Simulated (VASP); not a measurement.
# TaH3Br2 (R-3m) in VASP: notebook

The runs below take TaH3Br2 through single point, relaxation of cell and atoms, with PBE.

Everything below comes from runs of VASP 6.6.1. Logs are shortened: lines on timing, memory, paths and dates and some standing lists are left out, and cuts for length are marked.

## 1. The cell of the first run

It takes space group R-3m (No. 166, trigonal). The conventional cell has a = 4.703 Å, b = 4.703 Å, c = 11.227 Å, α = 90.00°, β = 90.00°, γ = 120.00°. Ta (site symmetry -3m) has 6 H at 2.31 Å and 6 Br at 2.75 Å within 3.1 Å. H (site symmetry 2/m) has 2 Ta at 2.31 Å and 4 H at 2.35 Å and 6 Br at 2.69 to 2.75 Å within 3.1 Å. Br (site symmetry 3m) has 9 H at 2.69 to 2.75 Å and 3 Ta at 2.75 Å and 4 Br at 2.85 to 2.86 Å within 3.5 Å.

The cell was generated, and may not be a known phase.

## 2. Single point, PBE, collinear spin

File INCAR:

```
  ALGO = Normal
  EDIFF = 1E-6
  ENCUT = 520
  GGA = PE
  ISIF = 2
  ISMEAR = 0
  ISPIN = 2
  LASPH = True
  LCHARG = False
  LMAXMIX = 4
  LORBIT = 11
  LREAL = False
  LWAVE = False
  MAGMOM = 1 0 0 0 0 0
  NBANDS = 27
  NELM = 150
  PREC = Accurate
  SIGMA = 0.1
```

File KPOINTS:

```
k-points
0
Gamma
  6 6 6
```

File POSCAR:

```
TaH3Br2
1.0
    2.3513438446      1.3575490016      3.7422796689
   -2.3513438446      1.3575490016      3.7422796689
    0.0000000000     -2.7150980033      3.7422796689
Ta H Br
1 3 2
Direct
    0.0000000000      0.0000000000      0.0000000000
    0.0000000000      0.5000000000      0.0000000000
    0.5000000000      0.0000000000      0.0000000000
    0.0000000000      0.0000000000      0.5000000000
    0.6268644123      0.6268644123      0.6268644123
    0.3731355877      0.3731355877      0.3731355877
```

Potentials or basis: VASP PAW PBE potentials, release 64 (Ta_pv, H, Br).

Launch:

```console
$ cat potpaw_PBE.64/Ta_pv/POTCAR potpaw_PBE.64/H/POTCAR potpaw_PBE.64/Br/POTCAR > POTCAR
$ mpirun -np 1 vasp_std > vasp.out
```

OUTCAR:

```text
EDIFF = 1E-6
   ENCUT = 520
   GGA = PE
   ISIF = 2
   ISMEAR = 0
   ISPIN = 2
   LASPH = True
   LORBIT = 11
   LREAL = False
   NELM = 150
   PREC = Accurate

 ion  position               nearest neighbor table
   1  0.000  0.000  0.000-   5 2.75   6 2.75   5 2.75   5 2.75   6 2.75   6 2.75
   2  0.000  0.500  0.000-
   3  0.500  0.000  0.000-
   4  0.000  0.000  0.500-
   5  0.627  0.627  0.627-   1 2.75   1 2.75   1 2.75
   6  0.373  0.373  0.373-   1 2.75   1 2.75   1 2.75

  LATTYP: Found a trigonal (rhomboedric) cell.
 ALAT       =     4.6234634515
 COS(alpha) =     0.4827179338

  Lattice vectors:

 A1 = (   2.3513438446,   1.3575490016,   3.7422796689)
 A2 = (  -2.3513438446,   1.3575490016,   3.7422796689)
 A3 = (   0.0000000000,  -2.7150980033,   3.7422796689)

Analysis of symmetry for initial positions (statically):
=====================================================================
 Subroutine PRICEL returns:
 Original cell was already a primitive cell.

 Routine SETGRP: Setting up the symmetry group for a
 trigonal (rhombohedral) supercell.

 Subroutine GETGRP returns: Found 12 space group operations
 (whereof 12 operations were pure point group operations)
 out of a pool of 12 trial point group operations.

The static configuration has the point symmetry D_3d.

Analysis of symmetry for dynamics (positions and initial velocities):
=====================================================================
 Subroutine PRICEL returns:
 Original cell was already a primitive cell.

 Routine SETGRP: Setting up the symmetry group for a
 trigonal (rhombohedral) supercell.

 Subroutine GETGRP returns: Found 12 space group operations
 (whereof 12 operations were pure point group operations)
 out of a pool of 12 trial point group operations.

The dynamic configuration has the point symmetry D_3d.

Analysis of structural, dynamic, and magnetic symmetry:
=====================================================================
 Subroutine PRICEL returns:
 Original cell was already a primitive cell.

 Routine SETGRP: Setting up the symmetry group for a
 trigonal (rhombohedral) supercell.

 Subroutine GETGRP returns: Found 12 space group operations
 (whereof 12 operations were pure point group operations)
 out of a pool of 12 trial point group operations.

The overall configuration has the point symmetry D_3d.

 Subroutine INISYM returns: Found 12 space group operations
[... 140 lines left out ...]
 maximum number of plane-waves:      1944
 NGX is ok and might be reduce to    36
   NGX = 17   NGY = 17   NGZ = 17

 number of electron      27.9999997 magnetization      -0.0000717

 number of electron      27.9999997 magnetization       0.0000360

 Free energy of the ion-electron system (eV)
  ---------------------------------------------------
  ext. energy  EPLUGINS =         0.00000000
  ---------------------------------------------------
  free energy    TOTEN  =       -22.51049261 eV

  energy without entropy =      -22.50907351  energy(sigma->0) =      -22.50978306

 E-fermi :   4.9374     XC(G=0): -10.8822

 val. band max:        4.8675825759   @ k =   0.5000   0.5000   0.5000
 cond. band min:       4.9480562422   @ k =   0.5000   0.5000   0.0000
 fundamental gap:      0.0804736663
 Fermi energy:         4.9373589475

 spin component 1

 k-point     1 :       0.0000    0.0000    0.0000
  band No.  band energies     occupation
      1     -31.0632      1.00000
      2     -31.0632      1.00000
      3     -30.6978      1.00000
      4     -13.1542      1.00000
      5      -9.7872      1.00000
      6      -2.0480      1.00000
[... 685 lines left out ...]
     25      15.5837      0.00000
     26      16.6191      0.00000

 [... further k-points ...]

 spin component 2

 k-point     1 :       0.0000    0.0000    0.0000
  band No.  band energies     occupation
      1     -31.0631      1.00000
      2     -31.0631      1.00000
      3     -30.6977      1.00000
      4     -13.1542      1.00000
      5      -9.7872      1.00000
      6      -2.0479      1.00000
[... 685 lines left out ...]
     25      15.5837      0.00000
     26      16.6191      0.00000

 [... further k-points ...]

 [bands above 26 left out]

------------------------ aborting loop because EDIFF is reached ----------------------------------------

  FORCE on cell =-STRESS in cart. coord.  units (eV):
  Direction    XX          YY          ZZ          XY          YZ          ZX
  --------------------------------------------------------------------------------------
  -------------------------------------------------------------------------------------
  Total        0.0412297      0.0412297     -0.1271813      0.0000000      0.0000000      0.0000000
  in kB        0.9216411      0.9216411     -2.8429867      0.0000000      0.0000000      0.0000000
  external PRESSURE =      -0.3332348 kB  Pullay stress =       0.0000000 kB

 VOLUME and BASIS-vectors are now :
 -----------------------------------------------------------------------------
  energy-cutoff  :      520.00
  volume of cell :       71.67
      direct lattice vectors                 reciprocal lattice vectors
     2.351343845  1.357549002  3.742279669     0.212644357  0.122770277  0.089072267
    -2.351343845  1.357549002  3.742279669    -0.212644357  0.122770277  0.089072267
     0.000000000 -2.715098003  3.742279669     0.000000000 -0.245540554  0.089072267

 POSITION                                       TOTAL-FORCE (eV/Angst)
 -----------------------------------------------------------------------------------
      0.00000      0.00000      0.00000         0.000000      0.000000      0.000000
     -1.17567      0.67877      1.87114         0.000000      0.000000      0.000000
      1.17567      0.67877      1.87114         0.000000      0.000000      0.000000
      0.00000     -1.35755      1.87114        -0.000000      0.000000      0.000000
      0.00000     -0.00000      7.03771        -0.000000      0.000000     -0.025375
      0.00000     -0.00000      4.18913        -0.000000     -0.000000      0.025375
 -----------------------------------------------------------------------------------
    total drift:                                0.000000     -0.000000      0.000000

  FREE ENERGIE OF THE ION-ELECTRON SYSTEM (eV)
  ---------------------------------------------------
  free  energy   TOTEN  =       -22.5104926110 eV

  energy  without entropy=      -22.5090735081  energy(sigma->0) =      -22.50978306

 total charge

# of ion       s       p       d       tot
------------------------------------------
    1        0.241   6.109   2.129   8.479
    2        0.458   0.006   0.000   0.465
    3        0.458   0.006   0.000   0.465
    4        0.458   0.006   0.000   0.465
    5        1.636   3.186   0.078   4.900
    6        1.636   3.186   0.078   4.900
--------------------------------------------------
tot          4.888  12.500   2.285  19.672

 magnetization (x)

# of ion       s       p       d       tot
------------------------------------------
    1        0.000   0.000   0.000   0.000
    2       -0.000   0.000   0.000  -0.000
    3       -0.000   0.000   0.000  -0.000
    4       -0.000   0.000   0.000  -0.000
    5       -0.000  -0.000   0.000  -0.000
    6       -0.000  -0.000   0.000  -0.000
--------------------------------------------------
tot         -0.000  -0.000   0.000   0.000
```

OSZICAR:

```text
N       E                     dE             d eps       ncg     rms          rms(c)
DAV:   1     0.186030530922E+03    0.18603E+03   -0.12938E+04  3456   0.939E+02
DAV:   2    -0.148660801937E+02   -0.20090E+03   -0.18965E+03  4296   0.246E+02
DAV:   3    -0.255273144194E+02   -0.10661E+02   -0.10543E+02  4152   0.532E+01
DAV:   4    -0.256166151714E+02   -0.89301E-01   -0.89247E-01  4020   0.529E+00
DAV:   5    -0.256172032500E+02   -0.58808E-03   -0.58804E-03  4121   0.444E-01    0.170E+01
DAV:   6    -0.227781982812E+02    0.28390E+01   -0.90492E+00  3760   0.134E+01    0.809E+00
DAV:   7    -0.225708275452E+02    0.20737E+00   -0.24968E+00  3870   0.579E+00    0.552E+00
DAV:   8    -0.225350559407E+02    0.35772E-01   -0.70230E-01  4040   0.330E+00    0.222E+00
DAV:   9    -0.225113102399E+02    0.23746E-01   -0.17090E-01  3892   0.158E+00    0.838E-01
DAV:  10    -0.225107460541E+02    0.56419E-03   -0.77694E-03  4160   0.401E-01    0.244E-01
DAV:  11    -0.225104831504E+02    0.26290E-03   -0.15159E-03  3880   0.162E-01    0.981E-02
DAV:  12    -0.225104810393E+02    0.21111E-05   -0.70519E-05  4222   0.442E-02    0.501E-02
DAV:  13    -0.225104997181E+02   -0.18679E-04   -0.92055E-05  3899   0.361E-02    0.189E-02
DAV:  14    -0.225104927625E+02    0.69555E-05   -0.22717E-05  3892   0.194E-02    0.561E-03
DAV:  15    -0.225104926110E+02    0.15155E-06   -0.18355E-06  3196   0.559E-03
   1 F= -.22510493E+02 E0= -.22509783E+02  d E =-.141910E-02  mag=    -0.0000
```

stdout:

```text
POSCAR found type information on POSCAR TaH Br
 POSCAR found :  3 types and       6 ions
 scaLAPACK will be used
 LDA part: xc-table for (Slater+PW92), standard interpolation
 POSCAR, INCAR and KPOINTS ok, starting setup
 FFT: planning ... GRIDC
 FFT: planning ... GRID_SOFT
 FFT: planning ... GRID
 WAVECAR not read
 entering main loop
```

Wall time 54 s (1 thread of Intel Xeon 6975P-C (Granite Rapids), shared host); peak memory 0.29 GiB.

What came out:

| Quantity | Value |
| --- | --- |
| Free energy | -22.5105 eV |
| Pressure | 0.0 GPa |
| Largest force | 0.025 eV/Å |
| Band gap on the k mesh | zero (filled and empty bands overlap) |
| Net moment | 0.00 μB per cell |
| Valence electrons inside the program's atomic spheres | Ta 8.48; H 0.47; Br 4.90 |

Forces in eV/Å, atoms in the order of the input:
```
Ta   0.000  0.000  0.000
H    0.000  0.000  0.000
H    0.000  0.000  0.000
H    0.000  0.000  0.000
Br   0.000  0.000 -0.025
Br   0.000  0.000  0.025
```

Levels at points of the mesh, in eV from the Fermi level:
Spin up:
| k point | band 10 | band 11 | band 12 | band 13 | band 14 | band 15 | band 16 | band 17 | band 18 | band 19 |
| --- | --- | --- | --- | --- | --- | --- | --- | --- | --- | --- |
| (0.00, 0.00, 0.00) | -3.66 | -3.66 | -3.13 | -2.79 | -2.79 | 2.00 | 3.10 | 3.10 | 5.03 | 5.03 |
| (0.50, 0.00, 0.00) | -3.93 | -2.93 | -2.63 | -2.08 | -1.91 | 0.56 | 1.39 | 2.88 | 3.38 | 5.00 |
| (0.50, 0.50, 0.00) | -3.61 | -1.67 | -1.65 | -0.80 | 0.01 | 0.33 | 0.47 | 0.57 | 3.10 | 3.62 |
| (0.50, 0.50, 0.50) | -3.37 | -1.88 | -0.89 | -0.13 | -0.13 | -0.07 | -0.07 | 0.65 | 2.39 | 3.02 |
Spin down:
| k point | band 11 | band 12 | band 13 | band 14 | band 15 | band 16 | band 17 | band 18 |
| --- | --- | --- | --- | --- | --- | --- | --- | --- |
| (0.00, 0.00, 0.00) | -3.66 | -3.13 | -2.79 | -2.79 | 2.00 | 3.10 | 3.10 | 5.03 |
| (0.50, 0.00, 0.00) | -2.93 | -2.63 | -2.08 | -1.91 | 0.56 | 1.39 | 2.88 | 3.38 |
| (0.50, 0.50, 0.00) | -1.67 | -1.65 | -0.80 | 0.01 | 0.33 | 0.47 | 0.57 | 3.10 |
| (0.50, 0.50, 0.50) | -1.88 | -0.89 | -0.13 | -0.13 | -0.07 | -0.07 | 0.65 | 2.39 |

Caveat: spin-orbit coupling is left out, which moves the levels of the heavy elements.

[end of part 1 of 2]

The gap in the log of VASP goes by the Fermi energy; the results here count the filled bands.